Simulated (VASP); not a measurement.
# BN (Qingsongite) (F-43m) in VASP: notebook, part 2 of 2

VASP 6.6.1. The steps go on from the part before.

## Step 3: Single point, PBE

File INCAR:

```
SYSTEM = BN
PREC = Accurate
ENCUT = 520
EDIFF = 1E-6
ISMEAR = 0
SIGMA = 0.01
LREAL = .False.
LASPH = .True.
NELM = 100
ALGO = Normal
ISIF = 2
LWAVE = .False.
LCHARG = .False.
GGA = PE
NBANDS = 11
```

File KPOINTS:

```
Automatic mesh
0
Gamma
  6 6 6
  0 0 0
```

File POSCAR:

```
BN
1.0
    0.0000000000      1.8075000000      1.8075000000
    1.8075000000      0.0000000000      1.8075000000
    1.8075000000      1.8075000000      0.0000000000
B N
1 1
Direct
    0.0000000000      0.0000000000      0.0000000000
    0.2500000000      0.2500000000      0.2500000000
```

Potentials or basis: VASP PAW PBE potentials, release 64 (B, N).

Command:

```bash
> cat potpaw_PBE.64/B/POTCAR potpaw_PBE.64/N/POTCAR > POTCAR
> mpirun -np 1 vasp_std > vasp.out
```

Run time: 3.5 s. Hardware: 1 thread of Intel Xeon 8259CL, shared host; peak memory 0.12 GiB.

Results (log left out):

```yaml
Free_energy: -17.4459 eV
Pressure: 3.3 GPa
Band_gap_on_the_k_mesh: 4.46 eV, indirect (least direct gap 8.82 eV)
```

Levels at points of the mesh, in eV from the valence-band top:
```
           k point  band 2  band 3  band 4  band 5  band 6  band 7
(0.00, 0.00, 0.00)    0.00    0.00    0.00    8.82    8.82    8.82
(0.50, 0.00, 0.00)  -10.69   -1.94   -1.94   10.14   10.70   10.70
(0.50, 0.50, 0.00)   -8.92   -4.90   -4.90    4.46    9.23   17.92
```

Caveat: the k points lie up to 0.50 Å⁻¹ apart. A hybrid or GW would open this gap; PBE tends to underestimate it.

## Step 4: Single point, PBE

File INCAR:

```
SYSTEM = BN
PREC     = Accurate       ! precision mode
ENCUT    = 520            ! plane-wave cutoff, eV
EDIFF    = 1E-6           ! SCF threshold, eV
ISMEAR   = 0              ! smearing method
SIGMA    = 0.01           ! smearing width, eV
LREAL    = .FALSE.        ! projectors in reciprocal space
LASPH    = .TRUE.         ! aspherical terms in the spheres
NELM     = 80             ! most SCF steps
ALGO     = Normal         ! electronic algorithm
ISIF     = 2              ! what is computed and relaxed
LWAVE    = .FALSE.        ! write WAVECAR
LCHARG   = .FALSE.        ! write CHGCAR
GGA      = PE             ! functional
NBANDS   = 11             ! bands
```

File KPOINTS:

```
regular mesh
0
G
  7 7 7
  0 0 0
```

POSCAR is that of step 3.

Potentials or basis: VASP PAW PBE potentials, release 64 (B, N).

Command:

```bash
> cat potpaw_PBE.64/B/POTCAR potpaw_PBE.64/N/POTCAR > POTCAR
> mpirun -np 1 vasp_std > vasp.out
```

OUTCAR:

```text
SYSTEM = BN
   PREC = Accurate
   ENCUT = 520
   EDIFF = 1E-6
   ISMEAR = 0
   LREAL = .FALSE.
   LASPH = .TRUE.
   NELM = 80
   ISIF = 2
   GGA = PE

 ion  position               nearest neighbor table
   1  0.000  0.000  0.000-   2 1.57   2 1.57   2 1.57   2 1.57
   2  0.250  0.250  0.250-   1 1.57   1 1.57   1 1.57   1 1.57

  LATTYP: Found a face centered cubic cell.
 ALAT       =     3.6150000000

  Lattice vectors:

 A1 = (   0.0000000000,   1.8075000000,   1.8075000000)
[... 458 lines left out ...]

------------------------ aborting loop because EDIFF is reached ----------------------------------------

  FORCE on cell =-STRESS in cart. coord.  units (eV):
  Direction    XX          YY          ZZ          XY          YZ          ZX
  --------------------------------------------------------------------------------------
  -------------------------------------------------------------------------------------
  Total        0.2437752      0.2437752      0.2437752      0.0000000     -0.0000000      0.0000000
  in kB       33.0700756     33.0700756     33.0700756      0.0000000     -0.0000000      0.0000000
  external PRESSURE =      33.0700756 kB  Pullay stress =       0.0000000 kB

 VOLUME and BASIS-vectors are now :
 -----------------------------------------------------------------------------
  energy-cutoff  :      520.00
  volume of cell :       11.81
      direct lattice vectors                 reciprocal lattice vectors
     0.000000000  1.807500000  1.807500000    -0.276625173  0.276625173  0.276625173
     1.807500000  0.000000000  1.807500000     0.276625173 -0.276625173  0.276625173
     1.807500000  1.807500000  0.000000000     0.276625173  0.276625173 -0.276625173

 POSITION                                       TOTAL-FORCE (eV/Angst)
 -----------------------------------------------------------------------------------
      0.00000      0.00000      0.00000         0.000000      0.000000      0.000000
      0.90375      0.90375      0.90375        -0.000000     -0.000000     -0.000000
 -----------------------------------------------------------------------------------
    total drift:                                0.000000      0.000000      0.000000

  FREE ENERGIE OF THE ION-ELECTRON SYSTEM (eV)
  ---------------------------------------------------
  free  energy   TOTEN  =       -17.4487522695 eV

  energy  without entropy=      -17.4487522695  energy(sigma->0) =      -17.44875227
```

OSZICAR:

```text
N       E                     dE             d eps       ncg     rms          rms(c)
DAV:   1     0.125881141220E+02    0.12588E+02   -0.50680E+03   451   0.725E+02
DAV:   2    -0.178986381262E+02   -0.30487E+02   -0.29647E+02   521   0.169E+02
DAV:   3    -0.184138458102E+02   -0.51521E+00   -0.51470E+00   524   0.195E+01
DAV:   4    -0.184144318770E+02   -0.58607E-03   -0.58606E-03   479   0.736E-01
DAV:   5    -0.184144324299E+02   -0.55290E-06   -0.55288E-06   491   0.220E-02    0.671E+00
DAV:   6    -0.175348367505E+02    0.87960E+00   -0.29275E+00   464   0.990E+00    0.327E+00
DAV:   7    -0.174627994507E+02    0.72037E-01   -0.10478E-01   491   0.267E+00    0.192E+00
DAV:   8    -0.174484856969E+02    0.14314E-01   -0.35711E-02   499   0.137E+00    0.192E-01
DAV:   9    -0.174486600033E+02   -0.17431E-03   -0.98200E-04   464   0.259E-01    0.837E-02
DAV:  10    -0.174487469959E+02   -0.86993E-04   -0.12342E-04   487   0.944E-02    0.150E-02
DAV:  11    -0.174487522594E+02   -0.52635E-05   -0.94009E-06   502   0.251E-02    0.106E-02
DAV:  12    -0.174487522695E+02   -0.10101E-07   -0.15949E-06   268   0.870E-03
   1 F= -.17448752E+02 E0= -.17448752E+02  d E =-.974051E-18
```

stdout:

```text
POSCAR found type information on POSCAR B N
 POSCAR found :  2 types and       2 ions
 scaLAPACK will be used
 LDA part: xc-table for (Slater+PW92), standard interpolation
 POSCAR, INCAR and KPOINTS ok, starting setup
 FFT: planning ... GRIDC
 FFT: planning ... GRID_SOFT
 FFT: planning ... GRID
 WAVECAR not read
 entering main loop
```

It took 3.8 s on 1 thread of Intel Xeon 8259CL, shared host; peak memory 0.12 GiB.

What came out:

| Item | Value |
| --- | --- |
| Free energy | -17.4488 eV |
| Pressure | 3.3 GPa |
| Band gap on the k mesh | 4.71 eV, indirect (least direct gap 8.82 eV) |

Caveat: the k points lie up to 0.43 Å⁻¹ apart.

## Step 5: Single point, PBE

File INCAR:

```
PREC     = Accurate       # precision mode
ENCUT    = 520            # plane-wave cutoff, eV
EDIFF    = 1E-6           # SCF threshold, eV
ISMEAR   = 0              # smearing method
SIGMA    = 0.01           # smearing width, eV
LREAL    = False          # projectors in reciprocal space
LASPH    = True           # aspherical terms in the spheres
NELM     = 100            # most SCF steps
ALGO     = Normal         # electronic algorithm
ISIF     = 2              # what is computed and relaxed
LWAVE    = False          # write WAVECAR
LCHARG   = False          # write CHGCAR
GGA      = PE             # functional
NBANDS   = 11             # bands
```

File KPOINTS:

```
regular mesh
0
Gamma
  10 10 10
```

POSCAR is that of step 4.

Command:

```bash
> cat potpaw_PBE.64/B/POTCAR potpaw_PBE.64/N/POTCAR > POTCAR
> mpirun -np 1 vasp_std > vasp.out
```

Wall time 7 s (1 thread of Intel Xeon 8259CL, shared host); peak memory 0.12 GiB.

Results (log left out):

| Item | Value |
| --- | --- |
| Free energy | -17.4498 eV |
| Pressure | 3.3 GPa |
| Band gap on the k mesh | 4.46 eV, indirect (least direct gap 8.82 eV) |

Levels at points of the mesh, in eV from the valence-band top:
```csv
k point,band 1,band 2,band 3,band 4,band 5,band 6,band 7,band 8,band 9
"(0.00, 0.00, 0.00)",-20.23,0.00,0.00,0.00,8.82,8.82,8.82,10.35,24.75
"(0.50, 0.00, 0.00)",-16.01,-10.69,-1.94,-1.94,10.15,10.71,10.71,15.26,23.46
"(0.50, 0.50, 0.00)",-14.65,-8.92,-4.90,-4.90,4.46,9.23,17.92,17.92,20.78
```

A k mesh can miss the band edges.

## Step 6: The runs side by side

```csv
k mesh,gap on the mesh (eV),pressure (GPa)
4 × 4 × 4,4.44,4.0
6 × 6 × 6,4.46,3.3
7 × 7 × 7,4.71,3.3
10 × 10 × 10,4.46,3.3
```

Alike in all rows: task single point; level PBE; potentials or basis VASP PAW PBE potentials, release 64 (B, N); no spin polarisation; cell as given; cutoff (eV) 520; smearing gaussian 0.01 eV.

Caveats: some runs use coarse meshes.

Absolute energies hang on the potentials; compare differences alone.
